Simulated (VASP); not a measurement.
# SnO2 (Pnnm) in VASP: notebook

SnO2 is run at these levels: LDA; tasks: single point.

Program: VASP 6.6.1. These are calculated values, not measurements. Logs are shortened: lines on timing, memory, paths and dates and some standing lists are left out, and cuts for length are marked.

## Step 1: The cell of the first run

The structure is orthorhombic, space group Pnnm (No. 58). The conventional cell has a = 4.491 Å, b = 4.491 Å, c = 3.034 Å, α = 90.00°, β = 90.00°, γ = 90.00°. Sn (site symmetry 2/m) has 6 O at 1.86 to 2.12 Å within 2.5 Å. O (site symmetry m) has 3 Sn at 1.86 to 2.12 Å and 1 O at 2.16 Å within 2.5 Å.

## Step 2: Single point, LDA (atoms shifted along a free coordinate)

The input, INCAR:

```
SYSTEM = SnO2
PREC     = Accurate       ! precision mode
ENCUT    = 520            ! plane-wave cutoff, eV
EDIFF    = 1E-6           ! SCF threshold, eV
ISMEAR   = 0              ! smearing method
SIGMA    = 0.05           ! smearing width, eV
LREAL    = .False.        ! projectors in reciprocal space
LASPH    = .True.         ! aspherical terms in the spheres
NELM     = 60             ! most SCF steps
ALGO     = Normal         ! electronic algorithm
ISIF     = 2              ! what is computed and relaxed
LWAVE    = .False.        ! write WAVECAR
LCHARG   = .False.        ! write CHGCAR
GGA      = CA             ! functional
NBANDS   = 35             ! bands
```

The input, KPOINTS:

```
Automatic mesh
0
Gamma
  6 6 8
  0 0 0
```

The input, POSCAR:

```
SnO2
1.0
    4.4907696718      0.0000000000      0.0000000000
    0.0000000000      4.4913213421      0.0000000000
    0.0000000000      0.0000000000      3.0339885145
Sn O
2 4
Direct
    0.5000000000      0.5000000000      0.5000000000
    0.0000000000      0.0000000000      0.0000000000
    0.3059833077      0.3580510778      0.0000000000
    0.8059833077      0.1419489222      0.5000000000
    0.1940166923      0.8580510778      0.5000000000
    0.6940166923      0.6419489222      0.0000000000
```

Potentials or basis: VASP PAW LDA potentials, release 64 (Sn_d, O).

Command:

```sh
$ cat potpaw_LDA.64/Sn_d/POTCAR potpaw_LDA.64/O/POTCAR > POTCAR
$ mpirun -np 1 vasp_std > vasp.out
```

OUTCAR:

```text
SYSTEM = SnO2
   PREC = Accurate
   ENCUT = 520
   EDIFF = 1E-6
   ISMEAR = 0
   LREAL = .False.
   LASPH = .True.
   NELM = 60
   ISIF = 2
   GGA = CA

 ion  position               nearest neighbor table
   1  0.500  0.500  0.500-   6 1.86   6 1.86   3 1.86   3 1.86   5 2.12   4 2.12   2 3.52   2 3.52
                             2 3.52   2 3.52   2 3.52   2 3.52   2 3.52   2 3.52
   2  0.000  0.000  0.000-   4 1.86   4 1.86   5 1.86   5 1.86   3 2.12   6 2.12   1 3.52   1 3.52
                             1 3.52   1 3.52   1 3.52   1 3.52   1 3.52   1 3.52
   3  0.306  0.358  0.000-   1 1.86   1 1.86   2 2.12
   4  0.806  0.142  0.500-   2 1.86   2 1.86   1 2.12
   5  0.194  0.858  0.500-   2 1.86   2 1.86   1 2.12
   6  0.694  0.642  0.000-   1 1.86   1 1.86   2 2.12

  LATTYP: Found a simple orthorhombic cell.
 ALAT       =     3.0339885145
 B/A-ratio  =     1.4801538141
 C/A-ratio  =     1.4803356442

  Lattice vectors:

 A1 = (   0.0000000000,   0.0000000000,   3.0339885145)
 A2 = (   4.4907696718,   0.0000000000,   0.0000000000)
 A3 = (   0.0000000000,   4.4913213421,   0.0000000000)

Analysis of symmetry for initial positions (statically):
=====================================================================
 Subroutine PRICEL returns:
 Original cell was already a primitive cell.

 Routine SETGRP: Setting up the symmetry group for a
 simple orthorhombic supercell.

 Subroutine GETGRP returns: Found  8 space group operations
 (whereof  4 operations were pure point group operations)
 out of a pool of  8 trial point group operations.

The static configuration has the point symmetry C_2h.
 The point group associated with its full space group is D_2h.

Analysis of symmetry for dynamics (positions and initial velocities):
=====================================================================
 Subroutine PRICEL returns:
 Original cell was already a primitive cell.

 Routine SETGRP: Setting up the symmetry group for a
 simple orthorhombic supercell.

 Subroutine GETGRP returns: Found  8 space group operations
 (whereof  4 operations were pure point group operations)
 out of a pool of  8 trial point group operations.

The dynamic configuration has the point symmetry C_2h.
 The point group associated with its full space group is D_2h.

 Subroutine INISYM returns: Found  8 space group operations
 (whereof  4 operations are pure point group operations),
 and found     1 'primitive' translations

----------------------------------------------------------------------------------------

                                     Primitive cell

  volume of cell :      61.1940

  direct lattice vectors                    reciprocal lattice vectors
     4.490769672  0.000000000  0.000000000     0.222678978  0.000000000  0.000000000
     0.000000000  4.491321342  0.000000000     0.000000000  0.222651626  0.000000000
     0.000000000  0.000000000  3.033988514     0.000000000  0.000000000  0.329599138

  length of vectors
     4.490769672  4.491321342  3.033988514     0.222678978  0.222651626  0.329599138

  position of ions in fractional coordinates (direct lattice)
     0.500000000  0.500000000  0.500000000
     0.000000000  0.000000000  0.000000000
     0.305983308  0.358051078  0.000000000
     0.805983308  0.141948922  0.500000000
     0.194016692  0.858051078  0.500000000
     0.694016692  0.641948922  0.000000000

  ion indices of the primitive-cell ions
   primitive index   ion index
                 1           1
                 2           2
                 3           3
                 4           4
                 5           5
                 6           6

----------------------------------------------------------------------------------------

 KPOINTS: Automatic mesh

Automatic generation of k-mesh.
 Grid dimensions read from file:
 generate k-points for:    6    6    8

 Generating k-lattice:

  Cartesian coordinates                     Fractional coordinates (reciprocal lattice)
     0.037113163  0.000000000  0.000000000     0.166666667  0.000000000  0.000000000
     0.000000000  0.037108604  0.000000000     0.000000000  0.166666667  0.000000000
     0.000000000  0.000000000  0.041199892     0.000000000  0.000000000  0.125000000

  Length of vectors
     0.037113163  0.037108604  0.041199892

  Shift w.r.t. Gamma in fractional coordinates (k-lattice)
     0.000000000  0.000000000  0.000000000

 Subroutine IBZKPT returns following result:
 ===========================================

 Found     80 irreducible k-points:

 Following reciprocal coordinates:
            Coordinates               Weight
  0.000000  0.000000  0.000000      1.000000
  0.166667  0.000000  0.000000      2.000000
  0.333333  0.000000  0.000000      2.000000
  0.500000  0.000000  0.000000      1.000000
  0.000000  0.166667  0.000000      2.000000
  0.166667  0.166667  0.000000      4.000000
[... 16 lines left out ...]
  0.333333  0.166667  0.125000      8.000000
  0.500000  0.166667  0.125000      4.000000
 [... further k-points ...]
   k-points           NKPTS =     80   k-points in BZ     NKDIM =     80   number of bands    NBANDS=     35
   number of dos      NEDOS =    301   number of ions     NIONS =      6
   total plane-waves  NPLWV =  31104
   dimension x,y,z NGX =    36 NGY =   36 NGZ =   24
   dimension x,y,z NGXF=    72 NGYF=   72 NGZF=   48
   ions per type =               2   4
   NGX,Y,Z   is equivalent  to a cutoff of  13.33, 13.33, 13.15 a.u.
   NGXF,Y,Z  is equivalent  to a cutoff of  26.65, 26.65, 26.30 a.u.
 SYSTEM =  SnO2
   PREC   = accura    normal or accurate (medium, high low for compatibility)
   ISTART =      0    job   : 0-new  1-cont  2-samecut
   ICHARG =      2    charge: 1-file 2-atom 10-const
   ISPIN  =      1    spin polarized calculation?
   LNONCOLLINEAR =      F non collinear calculations
   LSORBIT =      F    spin-orbit coupling
   LASPH  =      T    aspherical Exc in radial PAW
   ENCUT  =  520.0 eV  38.22 Ry    6.18 a.u.   8.35  8.35  5.64*2*pi/ulx,y,z
   NELM   =     60;   NELMIN=  2; NELMDL= -5     # of ELM steps
   EDIFF  = 0.1E-05   stopping-criterion for ELM
   LREAL  =      F    real-space projection
   EDIFFG = 0.1E-04   stopping-criterion for IOM
   NSW    =      0    number of steps for IOM
   IBRION =     -1    ionic relax: 0-MD 1-quasi-New 2-CG
   NFREE  =      0    steps in history (QN), initial steepest desc. (CG)
   ISIF   =      2    stress and relaxation
   ISYM   =      2    0-nonsym 1-usesym 2-fastsym
   POTIM  = 0.5000    time-step for ionic-motion
   TEBEG  =    0.0;   TEEND  =   0.0 temperature during run
   PSTRESS=    0.0 pullay stress
   NELECT =      52.0000    total number of electrons
   NUPDOWN=      -1.0000    fix difference up-down
   EMIN   =  10.00;   EMAX   =-10.00  energy-range for DOS
   EFERMI =   0.00;   METHOD = LEGACY
   ISMEAR =     0;   SIGMA  =   0.05  broadening in eV -4-tet -1-fermi 0-gaus
   EFERMI_NEDOS =   21; number of points for ismear=-14 and -15
   IALGO  =     38    algorithm
   IMIX   =      4    mixing-type and parameters
     AMIX     =   0.40;   BMIX     =  1.00
     AMIX_MAG =   1.60;   BMIX_MAG =  1.00
  volume/ion in A,a.u.               =      10.20        68.83
  Fermi-wavevector in a.u.,A,eV,Ry     =   1.550623  2.930253 32.714296  2.404433
  Thomas-Fermi vector in A             =   2.655260
   LORBIT       =      0    0 simple, 1 ext, 2 COOP (PROOUT), +10 PAW based schemes
   GGA     = CA    functional components
   LHFCALC =     F    Hartree Fock is set to
   AEXX    =    0.0000 exact exchange contribution
   IVDW    =     0    specifies the selected vdW correction
   LEPSILON=     F    determine dielectric tensor
   LRPA    =     F    only Hartree local field effects (RPA)
 non-spin polarized calculation
 Gauss-broadening in eV      SIGMA  =   0.05
  energy-cutoff  :      520.00
  volume of cell :       61.19
 maximum number of plane-waves:      1671
 NGX is ok and might be reduce to    36
   NGX = 17   NGY = 17   NGZ = 11

 number of electron      52.0000013 magnetization

 Free energy of the ion-electron system (eV)
  ---------------------------------------------------
  ext. energy  EPLUGINS =         0.00000000
  ---------------------------------------------------
  free energy    TOTEN  =       -38.53864339 eV

  energy without entropy =      -38.53864339  energy(sigma->0) =      -38.53864339

 E-fermi :   8.0867     XC(G=0): -12.5954

 val. band max:        7.8849231706   @ k =   0.0000   0.5000   0.5000
 cond. band min:      11.1495056139   @ k =   0.0000   0.0000   0.0000
 fundamental gap:      3.2645824433
 Fermi energy:         8.0867437099

 k-point     1 :       0.0000    0.0000    0.0000
  band No.  band energies     occupation
      1     -13.9566      2.00000
      2     -13.7813      2.00000
      3     -11.9712      2.00000
      4     -11.9374      2.00000
      5     -11.7533      2.00000
      6     -11.5381      2.00000
[... 27 lines left out ...]
     34      21.0554      0.00000
     35      21.1925      0.00000

 k-point     2 :       0.1667    0.0000    0.0000
  band No.  band energies     occupation
      1     -13.9274      2.00000
      2     -13.7659      2.00000
      3     -11.9676      2.00000
      4     -11.9381      2.00000
      5     -11.7530      2.00000
      6     -11.5245      2.00000
[... 27 lines left out ...]
     34      21.2559      0.00000
     35      21.4555      0.00000

 k-point     3 :       0.3333    0.0000    0.0000
  band No.  band energies     occupation
      1     -13.8541      2.00000
      2     -13.7486      2.00000
      3     -11.9588      2.00000
      4     -11.9414      2.00000
      5     -11.7470      2.00000
      6     -11.6131      2.00000
[... 27 lines left out ...]
     34      21.5618      0.00000
     35      22.1748      0.00000

 k-point     4 :       0.5000    0.0000    0.0000
  band No.  band energies     occupation
      1     -13.7785      2.00000
      2     -13.7785      2.00000
      3     -11.9487      2.00000
      4     -11.9487      2.00000
      5     -11.7130      2.00000
      6     -11.7130      2.00000
[... 27 lines left out ...]
     34      21.0501      0.00000
     35      23.2057      0.00000

 k-point     5 :       0.0000    0.1667    0.0000
  band No.  band energies     occupation
      1     -13.9321      2.00000
      2     -13.7714      2.00000
      3     -11.9672      2.00000
      4     -11.9379      2.00000
      5     -11.7549      2.00000
      6     -11.5254      2.00000
[... 638 lines left out ...]
 k-point    22 :       0.1667    0.1667    0.1250
  band No.  band energies     occupation
      1     -13.7317      2.00000
      2     -13.5236      2.00000
      3     -12.3770      2.00000
      4     -12.3180      2.00000
      5     -11.6908      2.00000
      6     -11.5000      2.00000
[... 27 lines left out ...]
     34      20.7953      0.00000
     35      22.0305      0.00000

 k-point    23 :       0.3333    0.1667    0.1250
  band No.  band energies     occupation
      1     -13.6726      2.00000
      2     -13.5335      2.00000
      3     -12.4044      2.00000
      4     -12.3423      2.00000
      5     -11.6608      2.00000
      6     -11.5473      2.00000
[... 27 lines left out ...]
     34      21.3051      0.00000
     35      21.9085      0.00000

 k-point    24 :       0.5000    0.1667    0.1250
  band No.  band energies     occupation
      1     -13.5922      2.00000
      2     -13.5922      2.00000
      3     -12.3847      2.00000
      4     -12.3847      2.00000
      5     -11.6119      2.00000
      6     -11.6119      2.00000
[... 27 lines left out ...]
     34      20.8786      0.00000
     35      22.4243      0.00000

 [... further k-points ...]

------------------------ aborting loop because EDIFF is reached ----------------------------------------

  FORCE on cell =-STRESS in cart. coord.  units (eV):
  Direction    XX          YY          ZZ          XY          YZ          ZX
  --------------------------------------------------------------------------------------
  -------------------------------------------------------------------------------------
  Total       22.8662221     14.3479436     38.2701657     -0.0000000      0.0000000      0.0000000
  in kB      598.6819396    375.6569256   1001.9869916     -0.0000000      0.0000000      0.0000000
  external PRESSURE =     658.7752856 kB  Pullay stress =       0.0000000 kB

 VOLUME and BASIS-vectors are now :
 -----------------------------------------------------------------------------
  energy-cutoff  :      520.00
  volume of cell :       61.19
      direct lattice vectors                 reciprocal lattice vectors
     4.490769672  0.000000000  0.000000000     0.222678978  0.000000000  0.000000000
     0.000000000  4.491321342  0.000000000     0.000000000  0.222651626  0.000000000
     0.000000000  0.000000000  3.033988514     0.000000000  0.000000000  0.329599138

 POSITION                                       TOTAL-FORCE (eV/Angst)
 -----------------------------------------------------------------------------------
      2.24538      2.24566      1.51699        -0.000000      0.000000      0.000000
      0.00000      0.00000      0.00000        -0.000000      0.000000      0.000000
      1.37410      1.60812      0.00000        -5.757483     -4.515813      0.000000
      3.61949      0.63754      1.51699        -5.757483      4.515813      0.000000
      0.87128      3.85378      1.51699         5.757483     -4.515813      0.000000
      3.11667      2.88320      0.00000         5.757483      4.515813      0.000000
 -----------------------------------------------------------------------------------
    total drift:                                0.000000     -0.000000     -0.000000

  FREE ENERGIE OF THE ION-ELECTRON SYSTEM (eV)
  ---------------------------------------------------
  free  energy   TOTEN  =       -38.5386433910 eV

  energy  without entropy=      -38.5386433910  energy(sigma->0) =      -38.53864339
```

It took 54 s on 1 thread of Intel Xeon 6975P-C (Granite Rapids), shared host; peak memory 0.24 GiB.

Results:

```yaml
Free_energy: -38.5386 eV
Pressure: 65.9 GPa
Largest_force: 7.317 eV/Å
Band_gap_on_the_k_mesh: 3.26 eV (least direct gap 3.40 eV)
```

Forces on the atoms (eV/Å):
```
Sn   0.000  0.000  0.000
Sn   0.000  0.000  0.000
O   -5.757 -4.516  0.000
O   -5.757  4.516  0.000
O    5.757 -4.516  0.000
O    5.757  4.516  0.000
```

Stress tensor (GPa, compression positive):
```
 59.87   0.00   0.00
  0.00  37.57   0.00
  0.00   0.00 100.20
```

Caveat: the cell differs from its parent crystal (atoms shifted along a free coordinate); the cell stands under pressure; spin-orbit coupling is left out, which moves the levels of the heavy elements; forces of over 1 eV/Å act on the atoms, so gaps and moduli don't describe the material at rest. A k mesh can miss the band edges.

(Part 1 of 2 ends here.)
